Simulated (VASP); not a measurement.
# Si2W (I4/mmm) in VASP: settings compared

Si2W is run at these levels: RPBE+D3(BJ), PBEsol+D3(BJ), RPBE+D4; tasks: single point.

All numbers are computed with VASP 6.6.1; they aren't measurements. Logs are shortened: lines on timing, memory, paths and dates and some standing lists are left out, and cuts for length are marked.

### Step 1. The cell of the first run

Symmetry: I4/mmm, No. 139, tetragonal system. The conventional cell has a = 3.053 Å, b = 3.053 Å, c = 7.572 Å, α = 90.00°, β = 90.00°, γ = 90.00°. Within 3.3 Å of W (site symmetry 4/mmm) lie 10 Si at 2.51 Å and 4 W at 3.05 Å. Within 3.3 Å of Si (site symmetry 4mm) lie 9 Si at 2.49 to 3.05 Å and 5 W at 2.51 Å.

### Step 2. Single point, RPBE+D3(BJ)

Input file INCAR:

```
PREC     = Accurate       # precision mode
ENCUT    = 520            # plane-wave cutoff, eV
EDIFF    = 1E-6           # SCF threshold, eV
ISMEAR   = -1             # smearing method
SIGMA    = 0.05           # smearing width, eV
LREAL    = F              # projectors in reciprocal space
LASPH    = T              # aspherical terms in the spheres
NELM     = 100            # most SCF steps
ALGO     = Normal         # electronic algorithm
ISIF     = 2              # what is computed and relaxed
LWAVE    = F              # write WAVECAR
LCHARG   = T              # write CHGCAR
GGA      = RP             # functional
IVDW     = 12             # dispersion correction
LELF     = T              # ELF
LVHAR    = T            
NBANDS   = 18             # bands
```

Input file KPOINTS:

```
regular mesh
0
Gamma
  12 12 12
```

Input file POSCAR:

```
Si2W
1.0
   -1.5267359750      1.5267359750      3.7860201764
    1.5267359750     -1.5267359750      3.7860201764
    1.5267359750      1.5267359750     -3.7860201764
W Si
1 2
Direct
    0.0000000000      0.0000000000      0.0000000000
    0.6683563259      0.6683563259      0.0000000000
    0.3316436741      0.3316436741      0.0000000000
```

Potentials or basis: VASP PAW PBE potentials, release 64 (W_sv, Si).

Run with:

```
cat potpaw_PBE.64/W_sv/POTCAR potpaw_PBE.64/Si/POTCAR > POTCAR
mpirun -np 1 vasp_std > vasp.out
```

OUTCAR:

```text
PREC = Accurate
   ENCUT = 520
   EDIFF = 1E-6
   ISMEAR = -1
   LREAL = F
   LASPH = T
   NELM = 100
   ISIF = 2
   GGA = RP
   IVDW = 12
 IVDW          = 12

 ion  position               nearest neighbor table
   1  0.000  0.000  0.000-   2 2.51   3 2.51   2 2.51   3 2.51   2 2.51   3 2.51   3 2.51   2 2.51
                             2 2.51   3 2.51
   2  0.668  0.668  0.000-   3 2.49   3 2.49   3 2.49   3 2.49   1 2.51   1 2.51   1 2.51   1 2.51
                             1 2.51   3 2.55
   3  0.332  0.332  0.000-   2 2.49   2 2.49   2 2.49   2 2.49   1 2.51   1 2.51   1 2.51   1 2.51
                             1 2.51   2 2.55

  LATTYP: Found a body centered tetragonal cell.
 ALAT       =     3.0534719500
 C/A-ratio  =     2.4798133000

  Lattice vectors:

 A1 = (  -1.5267359750,   1.5267359750,   3.7860201764)
 A2 = (   1.5267359750,  -1.5267359750,   3.7860201764)
 A3 = (   1.5267359750,   1.5267359750,  -3.7860201764)

Analysis of symmetry for initial positions (statically):
=====================================================================
 Subroutine PRICEL returns:
 Original cell was already a primitive cell.

 Routine SETGRP: Setting up the symmetry group for a
 body centered tetragonal supercell.

 Subroutine GETGRP returns: Found 16 space group operations
 (whereof 16 operations were pure point group operations)
 out of a pool of 16 trial point group operations.

The static configuration has the point symmetry D_4h.

Analysis of symmetry for dynamics (positions and initial velocities):
=====================================================================
 Subroutine PRICEL returns:
 Original cell was already a primitive cell.

 Routine SETGRP: Setting up the symmetry group for a
 body centered tetragonal supercell.

 Subroutine GETGRP returns: Found 16 space group operations
 (whereof 16 operations were pure point group operations)
 out of a pool of 16 trial point group operations.

The dynamic configuration has the point symmetry D_4h.

 Subroutine INISYM returns: Found 16 space group operations
 (whereof 16 operations are pure point group operations),
 and found     1 'primitive' translations

----------------------------------------------------------------------------------------

                                     Primitive cell

[... 88 lines left out ...]
   LSORBIT =      F    spin-orbit coupling
   LASPH  =      T    aspherical Exc in radial PAW
   ENCUT  =  520.0 eV  38.22 Ry    6.18 a.u.   8.10  8.10  8.10*2*pi/ulx,y,z
   NELM   =    100;   NELMIN=  2; NELMDL= -5     # of ELM steps
   EDIFF  = 0.1E-05   stopping-criterion for ELM
   LREAL  =      F    real-space projection
   EDIFFG = 0.1E-04   stopping-criterion for IOM
   NSW    =      0    number of steps for IOM
   IBRION =     -1    ionic relax: 0-MD 1-quasi-New 2-CG
   NFREE  =      0    steps in history (QN), initial steepest desc. (CG)
   ISIF   =      2    stress and relaxation
   ISYM   =      2    0-nonsym 1-usesym 2-fastsym
   POTIM  = 0.5000    time-step for ionic-motion
   TEBEG  =    0.0;   TEEND  =   0.0 temperature during run
   PSTRESS=    0.0 pullay stress
   NELECT =      22.0000    total number of electrons
   NUPDOWN=      -1.0000    fix difference up-down
   EMIN   =  10.00;   EMAX   =-10.00  energy-range for DOS
   EFERMI =   0.00;   METHOD = LEGACY
   ISMEAR =    -1;   SIGMA  =   0.05  broadening in eV -4-tet -1-fermi 0-gaus
   EFERMI_NEDOS =   21; number of points for ismear=-14 and -15
   IALGO  =     38    algorithm
   IMIX   =      4    mixing-type and parameters
     AMIX     =   0.40;   BMIX     =  1.00
     AMIX_MAG =   1.60;   BMIX_MAG =  1.00
  volume/ion in A,a.u.               =      11.77        79.40
  Fermi-wavevector in a.u.,A,eV,Ry     =   1.398381  2.642557 26.605770  1.955469
  Thomas-Fermi vector in A             =   2.521544
   LORBIT       =      0    0 simple, 1 ext, 2 COOP (PROOUT), +10 PAW based schemes
   GGA     = RP    functional components
   LHFCALC =     F    Hartree Fock is set to
   AEXX    =    0.0000 exact exchange contribution
   IVDW    =    12    specifies the selected vdW correction
   LEPSILON=     F    determine dielectric tensor
   LRPA    =     F    only Hartree local field effects (RPA)
 non-spin polarized calculation
  energy-cutoff  :      520.00
  volume of cell :       35.30
 maximum number of plane-waves:       970
   NGX = 17   NGY = 17   NGZ = 17

 number of electron      21.9999999 magnetization

 Free energy of the ion-electron system (eV)
  ---------------------------------------------------
  ext. energy  EPLUGINS =         0.00000000
  ---------------------------------------------------
  free energy    TOTEN  =       -22.84157599 eV

  energy without entropy =      -22.83982908  energy(sigma->0) =      -22.84070254

 E-fermi :  14.1983     XC(G=0): -13.1687

 val. band max:       14.1933571595   @ k =  -0.4167  -0.4167   0.3333
 cond. band min:      14.2060714821   @ k =  -0.4167  -0.4167   0.2500
 fundamental gap:      0.0127143226
 Fermi energy:        14.1983117974

 k-point     1 :       0.0000    0.0000    0.0000
  band No.  band energies     occupation
      1     -59.4543      2.00000
      2     -23.8955      2.00000
      3     -23.7380      2.00000
      4     -23.7380      2.00000
      5      -1.1887      2.00000
      6       6.3516      2.00000
[... 481 lines left out ...]
      5       2.2763      2.00000
      6       5.0335      2.00000
[... 10 lines left out ...]
     17      22.0801      0.00000
     18      23.6608      0.00000

 [... further k-points ...]

------------------------ aborting loop because EDIFF is reached ----------------------------------------

 Edisp (eV)  -10.77282

 E8    (eV) :    -7.2280

  FORCE on cell =-STRESS in cart. coord.  units (eV):
  Direction    XX          YY          ZZ          XY          YZ          ZX
  --------------------------------------------------------------------------------------
  -------------------------------------------------------------------------------------
  Total      -0.05273    -0.05273    -0.09965     0.00000     0.00000     0.00000
  in kB      -2.39348    -2.39348    -4.52298     0.00000     0.00000     0.00000
  external pressure =       -3.10 kB  Pullay stress =        0.00 kB

 VOLUME and BASIS-vectors are now :
 -----------------------------------------------------------------------------
  energy-cutoff  :      520.00
  volume of cell :       35.30
      direct lattice vectors                 reciprocal lattice vectors
    -1.526735975  1.526735975  3.786020176     0.000000000  0.327496049  0.132064801
     1.526735975 -1.526735975  3.786020176     0.327496049  0.000000000  0.132064801
     1.526735975  1.526735975 -3.786020176     0.327496049  0.327496049  0.000000000

 POSITION                                       TOTAL-FORCE (eV/Angst)
 -----------------------------------------------------------------------------------
      0.00000      0.00000      0.00000         0.000000      0.000000      0.000000
      0.00000      0.00000      5.06082         0.000000      0.000000      0.014099
      0.00000      0.00000      2.51122        -0.000000     -0.000000     -0.014099
 -----------------------------------------------------------------------------------
    total drift:                                0.000000      0.000000      0.000000

  FREE ENERGIE OF THE ION-ELECTRON SYSTEM (eV)
  ---------------------------------------------------
  free  energy   TOTEN  =       -33.6143986964 eV

  energy  without entropy=      -33.6126517916  energy(sigma->0) =      -33.61352524
```

It took 87 s on 1 thread of Intel Xeon 8259CL, shared host; peak memory 0.26 GiB.

What came out:

| Quantity | Value |
| --- | --- |
| Free energy | -33.6144 eV |
| Pressure | -0.3 GPa |
| Largest force | 0.014 eV/Å |
| Band gap on the k mesh | zero (bands 11 and 12 overlap by 1.71 eV) |
| Dispersion energy per atom | -3.591 eV |

Forces in eV/Å, atoms in the order of the input:
```
W    0.000  0.000  0.000
Si   0.000  0.000  0.014
Si   0.000  0.000 -0.014
```

Caveat: the dispersion term is far too large for a dense solid, which distorts pressure and volume; the PAW data sets were made with another functional, which shifts forces and pressure a little; spin-orbit coupling is left out, which moves the levels of the heavy elements.

(Continued in part 2 of 2.)

The gap in the log of VASP goes by the Fermi energy; the results here count the filled bands.